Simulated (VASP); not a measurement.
# W (Pm-3m) in VASP: a series of runs, part 2 of 2

VASP 6.6.1.

**3. Single point, BLYP**

This run uses another cell than the first one, of 19.09 Å³/atom, 0.893 times its volume.

The input, INCAR:

```
PREC = Accurate
ENCUT = 520
EDIFF = 1E-7
ISMEAR = -1
SIGMA = 0.1
LREAL = False
LASPH = True
NELM = 60
ALGO = Normal
ISIF = 2
LWAVE = False
LCHARG = True
GGA = B5
ALDAX = 1.0
AGGAX = 1.0
AGGAC = 1.0
ALDAC = 0.0
LELF = True
LVHAR = True
NBANDS = 13
```

The input, KPOINTS:

```
regular mesh
0
Gamma
  19 19 19
```

The input, POSCAR:

```
W
1.0
    2.6726720091      0.0000000000      0.0000000000
    0.0000000000      2.6726720091      0.0000000000
    0.0000000000      0.0000000000      2.6726720091
W
1
Direct
    0.0000000000      0.0000000000      0.0000000000
```

Potentials or basis: VASP PAW PBE potentials, release 64 (W_sv).

Started as:

```bash
$ cat potpaw_PBE.64/W_sv/POTCAR > POTCAR
$ mpirun -np 1 vasp_std > vasp.out
```

OUTCAR:

```text
PREC = Accurate
   ENCUT = 520
   EDIFF = 1E-7
   ISMEAR = -1
   LREAL = False
   LASPH = True
   NELM = 60
   ISIF = 2
   GGA = B5

 ion  position               nearest neighbor table
   1  0.000  0.000  0.000-

  LATTYP: Found a simple cubic cell.
 ALAT       =     2.6726720091

  Lattice vectors:

 A1 = (   2.6726720091,   0.0000000000,   0.0000000000)
 A2 = (   0.0000000000,   2.6726720091,   0.0000000000)
 A3 = (   0.0000000000,   0.0000000000,   2.6726720091)

Analysis of symmetry for initial positions (statically):
=====================================================================
 Subroutine PRICEL returns:
 Original cell was already a primitive cell.

 Routine SETGRP: Setting up the symmetry group for a
 simple cubic supercell.

 Subroutine GETGRP returns: Found 48 space group operations
[... 9 lines left out ...]

 Routine SETGRP: Setting up the symmetry group for a
 simple cubic supercell.

 Subroutine GETGRP returns: Found 48 space group operations
[... 11 lines left out ...]
                                     Primitive cell

  volume of cell :      19.0914
[... 143 lines left out ...]
  band No.  band energies     occupation
      1     -64.2993      2.00000
      2     -28.2241      2.00000
      3     -28.2241      2.00000
      4     -28.2241      2.00000
      5       1.2326      2.00000
      6       5.2390      2.00000
      7       5.2390      2.00000
      8      13.7469      0.00000
      9      13.7469      0.00000
     10      13.7469      0.00000
     11      23.8551      0.00000
     12      23.8551      0.00000
     13      23.8551      0.00000
[... 354 lines left out ...]
  band No.  band energies     occupation
      1     -64.2321      2.00000
      2     -29.0241      2.00000
      3     -28.2766      2.00000
      4     -28.1424      2.00000
      5       3.7698      2.00000
      6       6.1385      2.00000
      7       7.8989      2.00000
      8      10.7480      0.00000
      9      11.1260      0.00000
     10      13.5485      0.00000
     11      18.6024      0.00000
     12      25.0840      0.00000
     13      26.1792      0.00000

 [... further k-points ...]

------------------------ aborting loop because EDIFF is reached ----------------------------------------

  FORCE on cell =-STRESS in cart. coord.  units (eV):
  Direction    XX          YY          ZZ          XY          YZ          ZX
  --------------------------------------------------------------------------------------
  -------------------------------------------------------------------------------------
  Total        0.2101307      0.2101307      0.2101307      0.0000000      0.0000000     -0.0000000
  in kB       17.6344986     17.6344986     17.6344986      0.0000000      0.0000000     -0.0000000
  external PRESSURE =      17.6344986 kB  Pullay stress =       0.0000000 kB

 VOLUME and BASIS-vectors are now :
 -----------------------------------------------------------------------------
  energy-cutoff  :      520.00
  volume of cell :       19.09
      direct lattice vectors                 reciprocal lattice vectors
     2.672672009  0.000000000  0.000000000     0.374157396  0.000000000  0.000000000
     0.000000000  2.672672009  0.000000000     0.000000000  0.374157396  0.000000000
     0.000000000  0.000000000  2.672672009     0.000000000  0.000000000  0.374157396

 POSITION                                       TOTAL-FORCE (eV/Angst)
 -----------------------------------------------------------------------------------
      0.00000      0.00000      0.00000         0.000000      0.000000      0.000000
 -----------------------------------------------------------------------------------
    total drift:                               -0.000000      0.000000      0.000000

  FREE ENERGIE OF THE ION-ELECTRON SYSTEM (eV)
  ---------------------------------------------------
  free  energy   TOTEN  =       -10.1475364034 eV

  energy  without entropy=      -10.1181739617  energy(sigma->0) =      -10.13285518
```

OSZICAR:

```text
N       E                     dE             d eps       ncg     rms          rms(c)
DAV:   1     0.905531120366E+02    0.90553E+02   -0.75443E+03  5736   0.119E+03
DAV:   2    -0.875057509660E+01   -0.99304E+02   -0.95151E+02  6460   0.313E+02
DAV:   3    -0.105455026523E+02   -0.17949E+01   -0.17864E+01  6455   0.414E+01
DAV:   4    -0.105553962241E+02   -0.98936E-02   -0.98908E-02  6385   0.337E+00
DAV:   5    -0.105555082868E+02   -0.11206E-03   -0.11206E-03  6520   0.341E-01    0.161E+01
DAV:   6    -0.102088324706E+02    0.34668E+00   -0.36672E-01  5880   0.736E+00    0.643E+00
DAV:   7    -0.101483463240E+02    0.60486E-01   -0.14508E-01  6320   0.444E+00    0.542E-01
DAV:   8    -0.101475571624E+02    0.78916E-03   -0.50099E-03  6120   0.850E-01    0.434E-02
DAV:   9    -0.101475470929E+02    0.10070E-04   -0.62008E-05  6755   0.999E-02    0.483E-02
DAV:  10    -0.101475364092E+02    0.10684E-04   -0.27844E-05  6430   0.687E-02    0.584E-03
DAV:  11    -0.101475362901E+02    0.11911E-06   -0.63149E-07  6025   0.887E-03    0.202E-03
DAV:  12    -0.101475363903E+02   -0.10017E-06   -0.40142E-08  4615   0.165E-03    0.275E-04
DAV:  13    -0.101475364034E+02   -0.13116E-07   -0.10181E-09  2945   0.365E-04
   1 F= -.10147536E+02 E0= -.10132855E+02  d E =-.293624E-01
```

stdout:

```text
POSCAR found type information on POSCAR W
 POSCAR found :  1 types and       1 ions
 scaLAPACK will be used
 -----------------------------------------------------------------------------
|                                                                             |
|                                                                             |
|     You enforced a specific xc type in the INCAR file but a different       |
|     I HOPE YOU KNOW WHAT YOU ARE DOING!                                     |
|                                                                             |
 -----------------------------------------------------------------------------

 LDA part: xc-table for (Slater(with rela. corr.)+VWN5), standard interpolation
 POSCAR, INCAR and KPOINTS ok, starting setup
 FFT: planning ... GRIDC
 FFT: planning ... GRID_SOFT
 FFT: planning ... GRID
 WAVECAR not read
 entering main loop
```

Wall time 26 s (1 thread of Intel Xeon 6975P-C, shared host); peak memory 0.16 GiB.

What came out:

| Item | Value |
| --- | --- |
| Free energy | -10.1475 eV |
| Pressure | 1.8 GPa |
| Band gap on the k mesh | zero (band 7 reaches 11.15 eV, above the bottom of band 8 at 8.56 eV) |

Caveat: the PAW data sets were made with another functional, which shifts forces and pressure a little; spin-orbit coupling is left out, which moves the levels of the heavy elements.

**4. Relaxation of cell and atoms, BLYP**

This run uses another cell than the first one, of 17.12 Å³/atom, 0.800 times its volume.

The input, INCAR:

```
PREC = Accurate
ENCUT = 600
EDIFF = 1E-7
ISMEAR = -1
SIGMA = 0.1
LREAL = F
LASPH = T
NELM = 60
ALGO = Normal
ISIF = 3
LWAVE = F
LCHARG = F
GGA = B5
ALDAX = 1.0
AGGAX = 1.0
AGGAC = 1.0
ALDAC = 0.0
IBRION = 2
NSW = 80
EDIFFG = -0.01
```

The input, KPOINTS:

```
regular mesh
0
Gamma
  12 12 12
```

The input, POSCAR:

```
W
1.0
    2.5770789429      0.0000000000      0.0000000000
    0.0000000000      2.5770789429      0.0000000000
    0.0000000000      0.0000000000      2.5770789429
W
1
Direct
    0.0000000000      0.0000000000      0.0000000000
```

Started as:

```bash
$ cat potpaw_PBE.64/W_sv/POTCAR > POTCAR
$ mpirun -np 1 vasp_std > vasp.out
```

Wall time 64 s (1 thread of Intel Xeon 6975P-C, shared host); peak memory 0.16 GiB.

The run converged. Its results:

```yaml
Free_energy: -10.1661 eV
Relaxed_volume: 19.20 Å³/atom
Relaxed_cell: a = 2.678 Å, b = 2.678 Å, c = 2.678 Å, α = 90.00°, β = 90.00°, γ = 90.00°
Space_group_after_relaxing_to_0.05_Å: Pm-3m (No. 221)
Energy_gained_by_relaxing: 171.1 meV/atom
Ionic_steps: 5
Pressure_after_relaxing: 0.1 GPa
Band_gap_on_the_k_mesh: zero (band 7 reaches 10.93 eV, above the bottom of band 8 at 8.66 eV)
```

The path:
| step | energy change (eV) | largest force (eV/Å) | pressure (GPa) | volume (Å³) |
| --- | --- | --- | --- | --- |
| 1 | 0.0000 | 0.0000 | 29.06 | 17.12 |
| 2 | 0.6780 | 0.0000 | -30.20 | 26.02 |
| 3 | -0.1689 | 0.0000 | -2.60 | 19.47 |
| 4 | -0.1710 | 0.0000 | -0.38 | 19.24 |
| 5 | -0.1711 | 0.0000 | 0.06 | 19.20 |

Final structure:
```
W
1.0
     2.67772    0.00000    0.00000
     0.00000    2.67772    0.00000
     0.00000    0.00000    2.67772
W
1
Direct
  0.00000 0.00000 0.00000
```

Levels at points of the mesh, in eV from the Fermi level:
| k point | band 3 | band 4 | band 5 | band 6 | band 7 | band 8 | band 9 | band 10 | band 11 |
| --- | --- | --- | --- | --- | --- | --- | --- | --- | --- |
| (0.00, 0.00, 0.00) | -37.60 | -37.60 | -8.10 | -4.10 | -4.10 | 4.35 | 4.35 | 4.35 | 14.45 |
| (0.50, 0.00, 0.00) | -37.50 | -37.50 | -4.84 | -3.21 | -0.39 | 0.87 | 0.87 | 4.71 | 8.60 |
| (0.50, 0.50, 0.00) | -38.58 | -37.41 | -5.07 | -2.82 | 1.56 | 1.56 | 4.74 | 4.74 | 6.82 |
| (0.50, 0.50, 0.50) | -38.44 | -38.44 | -3.58 | -3.58 | -3.58 | 7.08 | 11.03 | 11.03 | 11.03 |

Caveat: the PAW data sets were made with another functional, which shifts forces and pressure a little; spin-orbit coupling is left out, which moves the levels of the heavy elements.

**5. The runs side by side**

```csv
task,cell,k mesh,cutoff (eV),gap on the mesh (eV),pressure (GPa)
single point,"a = 2.776 Å, 1 atom",13 × 13 × 13,520,none,-16.5
single point,"a = 2.673 Å, 1 atom",19 × 19 × 19,520,none,1.8
relaxation of cell and atoms,"relaxed from a = 2.577 Å, 1 atom",12 × 12 × 12,600,none,0.1
```

Alike in all rows: level BLYP; potentials or basis VASP PAW PBE potentials, release 64 (W_sv); no spin polarisation; smearing fermi-dirac 0.1 eV.

Caveats: the PAW data sets were made with another functional, which shifts forces and pressure a little; spin-orbit coupling is left out, which moves the levels of the heavy elements.

Total energies depend on the potentials used, so only differences within one code and one set of settings carry meaning.
